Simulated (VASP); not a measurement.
# Ge (Fm-3m) in VASP: further runs

Runs on Ge. Level: revPBE. Tasks: single point.

Program: VASP 6.6.1. These are calculated values, not measurements. Logs are shortened: lines on timing, memory, paths and dates and some standing lists are left out, and cuts for length are marked.

**1. The cell of the first run**

It takes space group Fm-3m (No. 225, cubic). The conventional cell has a = 4.245 Å, b = 4.245 Å, c = 4.245 Å, α = 90.00°, β = 90.00°, γ = 90.00°. Within 4.0 Å of Ge (site symmetry m-3m) lie 12 Ge at 3.00 Å.

**2. Single point, revPBE (volume scaled by 0.96)**

File INCAR:

```
SYSTEM = Ge
PREC = Accurate
ENCUT = 520
EDIFF = 1E-6
ISMEAR = -1
SIGMA = 0.1
LREAL = .FALSE.
LASPH = .TRUE.
NELM = 60
ALGO = Normal
ISIF = 2
LWAVE = .FALSE.
LCHARG = .FALSE.
GGA = RE
NBANDS = 13
```

File KPOINTS:

```
Automatic mesh
0
G
  14 14 14
  0 0 0
```

File POSCAR:

```
Ge
1.0
    0.0000000000      2.1226884524      2.1226884524
    2.1226884524      0.0000000000      2.1226884524
    2.1226884524      2.1226884524      0.0000000000
Ge
1
Direct
    0.0000000000      0.0000000000      0.0000000000
```

Potentials or basis: VASP PAW PBE potentials, release 64 (Ge_d).

Started as:

```bash
> cat potpaw_PBE.64/Ge_d/POTCAR > POTCAR
> mpirun -np 1 vasp_std > vasp.out
```

OUTCAR:

```text
SYSTEM = Ge
   PREC = Accurate
   ENCUT = 520
   EDIFF = 1E-6
   ISMEAR = -1
   LREAL = .FALSE.
   LASPH = .TRUE.
   NELM = 60
   ISIF = 2
   GGA = RE

 ion  position               nearest neighbor table
   1  0.000  0.000  0.000-

  LATTYP: Found a face centered cubic cell.
 ALAT       =     4.2453769048

  Lattice vectors:

 A1 = (   0.0000000000,   2.1226884524,   2.1226884524)
 A2 = (   2.1226884524,   0.0000000000,   2.1226884524)
 A3 = (   2.1226884524,   2.1226884524,   0.0000000000)

Analysis of symmetry for initial positions (statically):
=====================================================================
 Subroutine PRICEL returns:
 Original cell was already a primitive cell.

 Routine SETGRP: Setting up the symmetry group for a
 face centered cubic supercell.

 Subroutine GETGRP returns: Found 48 space group operations
 (whereof 48 operations were pure point group operations)
 out of a pool of 48 trial point group operations.

The static configuration has the point symmetry O_h .

Analysis of symmetry for dynamics (positions and initial velocities):
=====================================================================
 Subroutine PRICEL returns:
 Original cell was already a primitive cell.

 Routine SETGRP: Setting up the symmetry group for a
 face centered cubic supercell.

 Subroutine GETGRP returns: Found 48 space group operations
 (whereof 48 operations were pure point group operations)
 out of a pool of 48 trial point group operations.

The dynamic configuration has the point symmetry O_h .

 Subroutine INISYM returns: Found 48 space group operations
 (whereof 48 operations are pure point group operations),
 and found     1 'primitive' translations

----------------------------------------------------------------------------------------

                                     Primitive cell

  volume of cell :      19.1288

  direct lattice vectors                    reciprocal lattice vectors
     0.000000000  2.122688452  2.122688452    -0.235550346  0.235550346  0.235550346
     2.122688452  0.000000000  2.122688452     0.235550346 -0.235550346  0.235550346
     2.122688452  2.122688452  0.000000000     0.235550346  0.235550346 -0.235550346

  length of vectors
     3.001934798  3.001934798  3.001934798     0.407985167  0.407985167  0.407985167

  position of ions in fractional coordinates (direct lattice)
     0.000000000  0.000000000  0.000000000

  ion indices of the primitive-cell ions
   primitive index   ion index
                 1           1

[... 75 lines left out ...]
   IBRION =     -1    ionic relax: 0-MD 1-quasi-New 2-CG
   NFREE  =      0    steps in history (QN), initial steepest desc. (CG)
   ISIF   =      2    stress and relaxation
   ISYM   =      2    0-nonsym 1-usesym 2-fastsym
   POTIM  = 0.5000    time-step for ionic-motion
   TEBEG  =    0.0;   TEEND  =   0.0 temperature during run
   PSTRESS=    0.0 pullay stress
   NELECT =      14.0000    total number of electrons
   NUPDOWN=      -1.0000    fix difference up-down
   EMIN   =  10.00;   EMAX   =-10.00  energy-range for DOS
   EFERMI =   0.00;   METHOD = LEGACY
   ISMEAR =    -1;   SIGMA  =   0.10  broadening in eV -4-tet -1-fermi 0-gaus
   EFERMI_NEDOS =   21; number of points for ismear=-14 and -15
   IALGO  =     38    algorithm
   IMIX   =      4    mixing-type and parameters
     AMIX     =   0.40;   BMIX     =  1.00
     AMIX_MAG =   1.60;   BMIX_MAG =  1.00
  volume/ion in A,a.u.               =      19.13       129.09
  Fermi-wavevector in a.u.,A,eV,Ry     =   1.475326  2.787961 29.614251  2.176586
  Thomas-Fermi vector in A             =   2.589989
   LORBIT       =      0    0 simple, 1 ext, 2 COOP (PROOUT), +10 PAW based schemes
   GGA     = RE    functional components
   LHFCALC =     F    Hartree Fock is set to
   AEXX    =    0.0000 exact exchange contribution
   IVDW    =     0    specifies the selected vdW correction
   LEPSILON=     F    determine dielectric tensor
   LRPA    =     F    only Hartree local field effects (RPA)
 non-spin polarized calculation
  energy-cutoff  :      520.00
  volume of cell :       19.13
 maximum number of plane-waves:       533
 NGX is ok and might be reduce to    24
   NGX = 11   NGY = 11   NGZ = 11

 number of electron      14.0000007 magnetization

 Free energy of the ion-electron system (eV)
  ---------------------------------------------------
  ext. energy  EPLUGINS =         0.00000000
  ---------------------------------------------------
  free energy    TOTEN  =        -3.88112439 eV

  energy without entropy =       -3.86182275  energy(sigma->0) =       -3.87147357

 E-fermi :   6.8293     XC(G=0): -11.1513

 val. band max:        6.7924709281   @ k =  -0.3571   0.5000   0.1429
 cond. band min:       6.8309245154   @ k =   0.3571   0.3571   0.0000
 fundamental gap:      0.0384535874
 Fermi energy:         6.8293084155

 k-point     1 :       0.0000    0.0000    0.0000
  band No.  band energies     occupation
      1     -18.0302      2.00000
      2     -18.0302      2.00000
      3     -18.0302      2.00000
      4     -17.9835      2.00000
      5     -17.9835      2.00000
      6      -6.3172      2.00000
      7      15.6449      0.00000
      8      15.6449      0.00000
      9      15.6449      0.00000
     10      20.6840      0.00000
     11      20.6840      0.00000
     12      20.6840      0.00000
     13      21.7332      0.00000
[... 354 lines left out ...]
  band No.  band energies     occupation
      1     -18.0430      2.00000
      2     -18.0102      2.00000
      3     -18.0008      2.00000
      4     -17.9855      2.00000
      5     -17.9597      2.00000
      6      -4.4722      2.00000
      7       8.6897      0.00000
      8      12.3346      0.00000
      9      12.8761      0.00000
     10      17.1361      0.00000
     11      19.3305      0.00000
     12      23.9589      0.00000
     13      24.3713      0.00000

 [... further k-points ...]
[... 5 lines left out ...]
  --------------------------------------------------------------------------------------
  -------------------------------------------------------------------------------------
  Total        0.3321713      0.3321713      0.3321713      0.0000000     -0.0000000      0.0000000
  in kB       27.8217176     27.8217176     27.8217176      0.0000000     -0.0000000      0.0000000
  external PRESSURE =      27.8217176 kB  Pullay stress =       0.0000000 kB

 VOLUME and BASIS-vectors are now :
 -----------------------------------------------------------------------------
  energy-cutoff  :      520.00
  volume of cell :       19.13
      direct lattice vectors                 reciprocal lattice vectors
     0.000000000  2.122688452  2.122688452    -0.235550346  0.235550346  0.235550346
     2.122688452  0.000000000  2.122688452     0.235550346 -0.235550346  0.235550346
     2.122688452  2.122688452  0.000000000     0.235550346  0.235550346 -0.235550346

 POSITION                                       TOTAL-FORCE (eV/Angst)
 -----------------------------------------------------------------------------------
      0.00000      0.00000      0.00000         0.000000      0.000000      0.000000
 -----------------------------------------------------------------------------------
    total drift:                               -0.000000      0.000000      0.000000

  FREE ENERGIE OF THE ION-ELECTRON SYSTEM (eV)
  ---------------------------------------------------
  free  energy   TOTEN  =        -3.8811243863 eV

  energy  without entropy=       -3.8618227550  energy(sigma->0) =       -3.87147357
```

Wall time 20 s (1 thread of Intel Xeon 8259CL, shared host); peak memory 0.15 GiB.

Results:

```yaml
Free_energy: -3.8811 eV
Pressure: 2.8 GPa
Band_gap_on_the_k_mesh: zero (band 7 reaches 15.64 eV, above the bottom of band 8 at 4.44 eV)
```

Caveat: the cell differs from its parent crystal (volume scaled by 0.96); the PAW data sets were made with another functional, which shifts forces and pressure a little.

**3. Single point, revPBE**

This run uses another cell than the first one, of 19.93 Å³/atom, 1.042 times its volume.

File INCAR:

```
ALGO = Normal
EDIFF = 1E-6
ENCUT = 520
GGA = RE
ISIF = 2
ISMEAR = -1
LASPH = True
LCHARG = False
LREAL = False
LWAVE = False
NBANDS = 13
NELM = 80
PREC = Accurate
SIGMA = 0.1
```

File KPOINTS:

```
k-points
0
Gamma
  14 14 14
```

File POSCAR:

```
Ge
1.0
    0.0000000000      2.1517699902      2.1517699902
    2.1517699902      0.0000000000      2.1517699902
    2.1517699902      2.1517699902      0.0000000000
Ge
1
Direct
    0.0000000000      0.0000000000      0.0000000000
```

Potentials or basis: VASP PAW PBE potentials, release 64 (Ge_d).

Started as:

```bash
> cat potpaw_PBE.64/Ge_d/POTCAR > POTCAR
> mpirun -np 1 vasp_std > vasp.out
```

Wall time 22 s (1 thread of Intel Xeon 8259CL, shared host); peak memory 0.15 GiB.

It converged, with:

* Free energy: -3.8891 eV
* Pressure: 0.1 GPa
* Band gap on the k mesh: zero (band 7 reaches 14.83 eV, above the bottom of band 8 at 4.13 eV)

Levels at points of the mesh, in eV from the Fermi level:
| k point | band 4 | band 5 | band 6 | band 7 | band 8 | band 9 | band 10 | band 11 |
| --- | --- | --- | --- | --- | --- | --- | --- | --- |
| (0.00, 0.00, 0.00) | -24.80 | -24.80 | -12.81 | 8.43 | 8.43 | 8.43 | 13.60 | 13.60 |
| (0.50, 0.00, 0.00) | -24.76 | -24.76 | -7.85 | -5.31 | 6.48 | 6.48 | 11.54 | 12.33 |
| (0.50, 0.50, 0.00) | -24.75 | -24.75 | -5.68 | -4.12 | 2.48 | 2.48 | 6.15 | 6.53 |

Caveat: the PAW data sets were made with another functional, which shifts forces and pressure a little.
